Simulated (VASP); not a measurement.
# EuMnSbF (P4/nmm) in VASP: single point with PBEsol

Aim: the single point of EuMnSbF with PBEsol.

Program: VASP 6.6.1. These are calculated values, not measurements. Logs are shortened: lines on timing, memory, paths and dates and some standing lists are left out, and cuts for length are marked.

### 1 The cell of the first run

Symmetry: P4/nmm, No. 129, tetragonal system. The conventional cell has a = 4.000 Å, b = 4.000 Å, c = 9.263 Å, α = 90.00°, β = 90.00°, γ = 90.00°. Eu (site symmetry 4mm) has 4 F at 2.47 Å and 4 Sb at 3.23 Å within 3.3 Å. Mn (site symmetry -4m2) has 4 Sb at 2.58 Å and 4 Mn at 2.83 Å within 3.4 Å. Within 3.4 Å of Sb (site symmetry 4mm) lie 4 Mn at 2.58 Å and 4 Eu at 3.23 Å. Within 3.3 Å of F (site symmetry -4m2) lie 4 Eu at 2.47 Å and 4 F at 2.83 Å.

### 2 Single point, PBEsol, collinear spin, ferromagnetic start

File INCAR:

```
SYSTEM = EuMnSbF
ALGO = Normal
EDIFF = 1E-6
ENCUT = 600
GGA = PS
GGA_COMPAT = .FALSE.
ISIF = 2
ISMEAR = 0
ISPIN = 2
KPAR = 4
LASPH = .TRUE.
LCHARG = .FALSE.
LMAXMIX = 6
LORBIT = 11
LREAL = .FALSE.
LWAVE = .FALSE.
MAGMOM = 7.3 7.3 4.14 4.14 0 0 0 0
NBANDS = 56
NELM = 200
PREC = Accurate
SIGMA = 0.05
```

File KPOINTS:

```
Automatic mesh
0
Gamma
  8 8 4
  0.5 0.5 0.5
```

File POSCAR:

```
EuMnSbF
1.0
    3.9998683763      0.0000000000      0.0000000000
    0.0000000000      3.9998683763      0.0000000000
    0.0000000000      0.0000000000      9.2630481965
Eu Mn Sb F
2 2 2 2
Direct
    0.5000000000      0.0000000000      0.1562779629
    0.0000000000      0.5000000000      0.8437220371
    0.0000000000      0.0000000000      0.5000000000
    0.5000000000      0.5000000000      0.5000000000
    0.0000000000      0.5000000000      0.3244616563
    0.5000000000      0.0000000000      0.6755383437
    0.5000000000      0.5000000000      0.0000000000
    0.0000000000      0.0000000000      0.0000000000
```

Potentials or basis: VASP PAW PBE potentials, release 64 (Eu, Mn_pv, Sb, F).

Started as:

```
$ cat potpaw_PBE.64/Eu/POTCAR potpaw_PBE.64/Mn_pv/POTCAR potpaw_PBE.64/Sb/POTCAR potpaw_PBE.64/F/POTCAR > POTCAR
$ mpirun -np 4 vasp_std > vasp.out
```

OUTCAR:

```text
SYSTEM = EuMnSbF
   EDIFF = 1E-6
   ENCUT = 600
   GGA = PS
   ISIF = 2
   ISMEAR = 0
   ISPIN = 2
   LASPH = .TRUE.
   LORBIT = 11
   LREAL = .FALSE.
   NELM = 200
   PREC = Accurate

 ion  position               nearest neighbor table
   1  0.500  0.000  0.156-   7 2.47   8 2.47   7 2.47   8 2.47   5 3.23   5 3.23   5 3.23   5 3.23

   2  0.000  0.500  0.844-   7 2.47   8 2.47   8 2.47   7 2.47   6 3.23   6 3.23   6 3.23   6 3.23

   3  0.000  0.000  0.500-   5 2.58   6 2.58   5 2.58   6 2.58   4 2.83   4 2.83   4 2.83   4 2.83

   4  0.500  0.500  0.500-   5 2.58   6 2.58   6 2.58   5 2.58   3 2.83   3 2.83   3 2.83   3 2.83

   5  0.000  0.500  0.324-   3 2.58   4 2.58   3 2.58   4 2.58   1 3.23   1 3.23   1 3.23   1 3.23

   6  0.500  0.000  0.676-   3 2.58   4 2.58   4 2.58   3 2.58   2 3.23   2 3.23   2 3.23   2 3.23

   7  0.500  0.500  0.000-   1 2.47   2 2.47   1 2.47   2 2.47
   8  0.000  0.000  0.000-   1 2.47   2 2.47   2 2.47   1 2.47

  LATTYP: Found a simple tetragonal cell.
 ALAT       =     3.9998683763
 C/A-ratio  =     2.3158382539

  Lattice vectors:

 A1 = (   3.9998683763,   0.0000000000,   0.0000000000)
 A2 = (   0.0000000000,   3.9998683763,   0.0000000000)
 A3 = (   0.0000000000,   0.0000000000,   9.2630481965)

Analysis of symmetry for initial positions (statically):
=====================================================================
 Subroutine PRICEL returns:
 Original cell was already a primitive cell.

 Routine SETGRP: Setting up the symmetry group for a
 simple tetragonal supercell.

 Subroutine GETGRP returns: Found 16 space group operations
 (whereof  8 operations were pure point group operations)
 out of a pool of 16 trial point group operations.

The static configuration has the point symmetry D_2d.
 The point group associated with its full space group is D_4h.

Analysis of symmetry for dynamics (positions and initial velocities):
=====================================================================
 Subroutine PRICEL returns:
 Original cell was already a primitive cell.

 Routine SETGRP: Setting up the symmetry group for a
 simple tetragonal supercell.

 Subroutine GETGRP returns: Found 16 space group operations
 (whereof  8 operations were pure point group operations)
 out of a pool of 16 trial point group operations.

The dynamic configuration has the point symmetry D_2d.
 The point group associated with its full space group is D_4h.

Analysis of structural, dynamic, and magnetic symmetry:
=====================================================================
 Subroutine PRICEL returns:
 Original cell was already a primitive cell.

 Routine SETGRP: Setting up the symmetry group for a
 simple tetragonal supercell.

 Subroutine GETGRP returns: Found 16 space group operations
 (whereof  8 operations were pure point group operations)
 out of a pool of 16 trial point group operations.

The overall configuration has the point symmetry D_2d.
 The point group associated with its full space group is D_4h.

 Subroutine INISYM returns: Found 16 space group operations
 (whereof  8 operations are pure point group operations),
 and found     1 'primitive' translations

----------------------------------------------------------------------------------------

                                     Primitive cell

  volume of cell :     148.1990

  direct lattice vectors                    reciprocal lattice vectors
     3.999868376  0.000000000  0.000000000     0.250008227  0.000000000  0.000000000
     0.000000000  3.999868376  0.000000000     0.000000000  0.250008227  0.000000000
     0.000000000  0.000000000  9.263048196     0.000000000  0.000000000  0.107955824

  length of vectors
     3.999868376  3.999868376  9.263048196     0.250008227  0.250008227  0.107955824

  position of ions in fractional coordinates (direct lattice)
     0.500000000  0.000000000  0.156277963
     0.000000000  0.500000000  0.843722037
     0.000000000  0.000000000  0.500000000
     0.500000000  0.500000000  0.500000000
     0.000000000  0.500000000  0.324461656
     0.500000000  0.000000000  0.675538344
     0.500000000  0.500000000  0.000000000
     0.000000000  0.000000000  0.000000000

  ion indices of the primitive-cell ions
   primitive index   ion index
                 1           1
                 2           2
                 3           3
                 4           4
                 5           5
                 6           6
                 7           7
                 8           8

----------------------------------------------------------------------------------------

 KPOINTS: Automatic mesh

Automatic generation of k-mesh.
 Grid dimensions read from file:
 generate k-points for:    8    8    4

 Generating k-lattice:

  Cartesian coordinates                     Fractional coordinates (reciprocal lattice)
     0.031251028  0.000000000  0.000000000     0.125000000  0.000000000  0.000000000
     0.000000000  0.031251028  0.000000000     0.000000000  0.125000000  0.000000000
     0.000000000  0.000000000  0.026988956     0.000000000  0.000000000  0.250000000

  Length of vectors
     0.031251028  0.031251028  0.026988956

  Shift w.r.t. Gamma in fractional coordinates (k-lattice)
     0.500000000  0.500000000  0.500000000

 Subroutine IBZKPT returns following result:
 ===========================================

 Found     20 irreducible k-points:

 Following reciprocal coordinates:
            Coordinates               Weight
  0.062500  0.062500  0.125000      8.000000
  0.187500  0.062500  0.125000     16.000000
  0.312500  0.062500  0.125000     16.000000
  0.437500  0.062500  0.125000     16.000000
  0.187500  0.187500  0.125000      8.000000
  0.312500  0.187500  0.125000     16.000000
[... 12 lines left out ...]
  0.437500  0.312500  0.375000     16.000000
  0.437500  0.437500  0.375000      8.000000
   k-points           NKPTS =     20   k-points in BZ     NKDIM =     20   number of bands    NBANDS=     56
   number of dos      NEDOS =    301   number of ions     NIONS =      8
   total plane-waves  NPLWV =  81920
   dimension x,y,z NGX =    32 NGY =   32 NGZ =   80
   dimension x,y,z NGXF=    64 NGYF=   64 NGZF=  160
   ions per type =               2   2   2   2
   NGX,Y,Z   is equivalent  to a cutoff of  13.30, 13.30, 14.36 a.u.
   NGXF,Y,Z  is equivalent  to a cutoff of  26.60, 26.60, 28.72 a.u.
 SYSTEM =  EuMnSbF
   PREC   = accura    normal or accurate (medium, high low for compatibility)
   ISTART =      0    job   : 0-new  1-cont  2-samecut
   ICHARG =      2    charge: 1-file 2-atom 10-const
   ISPIN  =      2    spin polarized calculation?
   LNONCOLLINEAR =      F non collinear calculations
   LSORBIT =      F    spin-orbit coupling
   LASPH  =      T    aspherical Exc in radial PAW
   ENCUT  =  600.0 eV  44.10 Ry    6.64 a.u.   7.99  7.99 18.50*2*pi/ulx,y,z
   NELM   =    200;   NELMIN=  2; NELMDL= -5     # of ELM steps
   EDIFF  = 0.1E-05   stopping-criterion for ELM
   LREAL  =      F    real-space projection
   EDIFFG = 0.1E-04   stopping-criterion for IOM
   NSW    =      0    number of steps for IOM
   IBRION =     -1    ionic relax: 0-MD 1-quasi-New 2-CG
   NFREE  =      0    steps in history (QN), initial steepest desc. (CG)
   ISIF   =      2    stress and relaxation
   ISYM   =      2    0-nonsym 1-usesym 2-fastsym
   POTIM  = 0.5000    time-step for ionic-motion
   TEBEG  =    0.0;   TEEND  =   0.0 temperature during run
   PSTRESS=    0.0 pullay stress
   NELECT =      84.0000    total number of electrons
   NUPDOWN=      -1.0000    fix difference up-down
   EMIN   =  10.00;   EMAX   =-10.00  energy-range for DOS
   EFERMI =   0.00;   METHOD = LEGACY
   ISMEAR =     0;   SIGMA  =   0.05  broadening in eV -4-tet -1-fermi 0-gaus
   EFERMI_NEDOS =   21; number of points for ismear=-14 and -15
   IALGO  =     38    algorithm
   IMIX   =      4    mixing-type and parameters
     AMIX     =   0.40;   BMIX     =  1.00
     AMIX_MAG =   1.60;   BMIX_MAG =  1.00
  volume/ion in A,a.u.               =      18.52       125.01
  Fermi-wavevector in a.u.,A,eV,Ry     =   1.354834  2.560265 24.974524  1.835576
  Thomas-Fermi vector in A             =   2.481973
   LORBIT       =     11    0 simple, 1 ext, 2 COOP (PROOUT), +10 PAW based schemes
   GGA     = PS    functional components
   LHFCALC =     F    Hartree Fock is set to
   AEXX    =    0.0000 exact exchange contribution
   IVDW    =     0    specifies the selected vdW correction
   LEPSILON=     F    determine dielectric tensor
   LRPA    =     F    only Hartree local field effects (RPA)
 spin polarized calculation
 Gauss-broadening in eV      SIGMA  =   0.05
  energy-cutoff  :      600.00
  volume of cell :      148.20
 maximum number of plane-waves:      4985
 NGX is ok and might be reduce to    32
   NGX = 15   NGY = 15   NGZ = 37

 number of electron      84.0000020 magnetization      17.6422653

 Free energy of the ion-electron system (eV)
  ---------------------------------------------------
  ext. energy  EPLUGINS =         0.00000000
  ---------------------------------------------------
  free energy    TOTEN  =       -68.80923215 eV

  energy without entropy =      -68.79889025  energy(sigma->0) =      -68.80406120

 E-fermi :   6.3653     XC(G=0): -11.0583

 val. band max:        6.3645371400   @ k =   0.3125   0.1875   0.1250
 cond. band min:       6.3678394273   @ k =   0.4375   0.1875   0.1250
 fundamental gap:      0.0033022873
 Fermi energy:         6.3652544461

 spin component 1

 k-point     1 :       0.0625    0.0625    0.1250
  band No.  band energies     occupation
      1     -42.3492      1.00000
      2     -42.3463      1.00000
      3     -42.3420      1.00000
      4     -42.3268      1.00000
      5     -42.2548      1.00000
      6     -42.2503      1.00000
[... 46 lines left out ...]
     53       7.5258      0.00000
     54       7.9273      0.00000
[... 1081 lines left out ...]
     53       6.6998      0.00000
     54       6.7290      0.00000
 Fermi energy:         6.3652544461

 spin component 2

 k-point     1 :       0.0625    0.0625    0.1250
  band No.  band energies     occupation
      1     -40.1072      1.00000
      2     -40.1022      1.00000
      3     -40.0559      1.00000
      4     -40.0305      1.00000
      5     -40.0055      1.00000
      6     -40.0005      1.00000
[... 46 lines left out ...]
     53      10.7757      0.00000
     54      10.7976      0.00000
[... 1081 lines left out ...]
     53      10.7663      0.00000
     54      10.7730      0.00000
 [bands above 54 left out]

------------------------ aborting loop because EDIFF is reached ----------------------------------------

  FORCE on cell =-STRESS in cart. coord.  units (eV):
  Direction    XX          YY          ZZ          XY          YZ          ZX
  --------------------------------------------------------------------------------------
  -------------------------------------------------------------------------------------
  Total       -0.9469368     -0.9469368      0.0581283      0.0000000      0.0000000      0.0000000
  in kB      -10.2373191    -10.2373191      0.6284247      0.0000000      0.0000000      0.0000000
  external PRESSURE =      -6.6154045 kB  Pullay stress =       0.0000000 kB

 VOLUME and BASIS-vectors are now :
 -----------------------------------------------------------------------------
  energy-cutoff  :      600.00
  volume of cell :      148.20
      direct lattice vectors                 reciprocal lattice vectors
     3.999868376  0.000000000  0.000000000     0.250008227  0.000000000  0.000000000
     0.000000000  3.999868376  0.000000000     0.000000000  0.250008227  0.000000000
     0.000000000  0.000000000  9.263048196     0.000000000  0.000000000  0.107955824

 POSITION                                       TOTAL-FORCE (eV/Angst)
 -----------------------------------------------------------------------------------
      1.99993      0.00000      1.44761         0.000000     -0.000000     -0.030098
      0.00000      1.99993      7.81544        -0.000000     -0.000000      0.030098
      0.00000      0.00000      4.63152         0.000000      0.000000      0.000000
      1.99993      1.99993      4.63152         0.000000     -0.000000      0.000000
      0.00000      1.99993      3.00550         0.000000     -0.000000     -0.029066
      1.99993      0.00000      6.25754        -0.000000     -0.000000      0.029066
      1.99993      1.99993      0.00000         0.000000     -0.000000      0.000000
      0.00000      0.00000      0.00000         0.000000      0.000000      0.000000
 -----------------------------------------------------------------------------------
    total drift:                                0.000000      0.000000      0.000000

  FREE ENERGIE OF THE ION-ELECTRON SYSTEM (eV)
  ---------------------------------------------------
  free  energy   TOTEN  =       -68.8092321455 eV

  energy  without entropy=      -68.7988902454  energy(sigma->0) =      -68.80406120

 total charge

# of ion       s       p       d       f       tot
--------------------------------------------------
    1        2.023   5.733   0.335   6.611  14.702
    2        2.023   5.733   0.335   6.611  14.702
    3        0.291   6.262   5.147   0.000  11.699
    4        0.291   6.262   5.147   0.000  11.699
    5        1.109   1.444   0.054   0.000   2.606
    6        1.109   1.444   0.054   0.000   2.606
    7        1.729   4.356   0.000   0.000   6.085
    8        1.729   4.356   0.000   0.000   6.085
--------------------------------------------------
tot         10.305  35.588  11.071  13.222  70.186

 magnetization (x)

# of ion       s       p       d       f       tot
--------------------------------------------------
    1       -0.013  -0.105   0.045   6.557   6.484
    2       -0.013  -0.105   0.045   6.557   6.484
    3        0.012   0.014   2.142   0.000   2.169
    4        0.012   0.014   2.142   0.000   2.169
    5       -0.010  -0.110   0.009   0.000  -0.110
    6       -0.010  -0.110   0.009   0.000  -0.110
    7       -0.001  -0.016   0.000   0.000  -0.017
    8       -0.001  -0.016   0.000   0.000  -0.017
--------------------------------------------------
tot         -0.023  -0.433   4.393  13.114  17.051
```

Run time: 3.3 min. Hardware: 4 MPI ranks of Intel Xeon 6975P-C (Granite Rapids), shared host; peak memory 0.58 GiB.

Results:

```
Free energy                                           : -68.8092 eV
Pressure                                              : -0.7 GPa
Largest force                                         : 0.030 eV/Å
Net moment                                            : 17.64 μB per cell
Site moments                                          : Eu +6.48; Mn +2.17; Sb -0.11; F -0.02 μB
Valence electrons inside the program's atomic spheres : Eu 14.70; Mn 11.70; Sb 2.61; F 6.08
```

Forces in eV/Å, atoms in the order of the input:
```
Eu   0.000  0.000 -0.030
Eu   0.000  0.000  0.030
Mn   0.000  0.000  0.000
Mn   0.000  0.000  0.000
Sb   0.000  0.000 -0.029
Sb   0.000  0.000  0.029
F    0.000  0.000  0.000
F    0.000  0.000  0.000
```

Levels at points of the mesh, in eV from the Fermi level:
Spin up:
```csv
k point,band 47,band 48,band 49,band 50,band 51,band 52,band 53,band 54,band 55,band 56
"(0.06, 0.06, 0.12)",-0.31,-0.27,-0.21,-0.18,-0.03,0.37,1.16,1.56,1.67,2.66
```
Spin down:
| k point | band 29 | band 30 | band 31 | band 32 | band 33 | band 34 | band 35 | band 36 | band 37 | band 38 |
| --- | --- | --- | --- | --- | --- | --- | --- | --- | --- | --- |
| (0.06, 0.06, 0.12) | -1.69 | -1.46 | -1.26 | -0.34 | -0.08 | 0.10 | 1.14 | 1.20 | 1.64 | 1.80 |

Caveat: the PAW data sets were made with another functional, which shifts forces and pressure a little; spin-orbit coupling is left out, which moves the levels of the heavy elements; semilocal functionals describe open f shells poorly, which spoils levels, moments and volumes; only a ferromagnetic start was run, and an antiferromagnetic order may lie lower in energy.
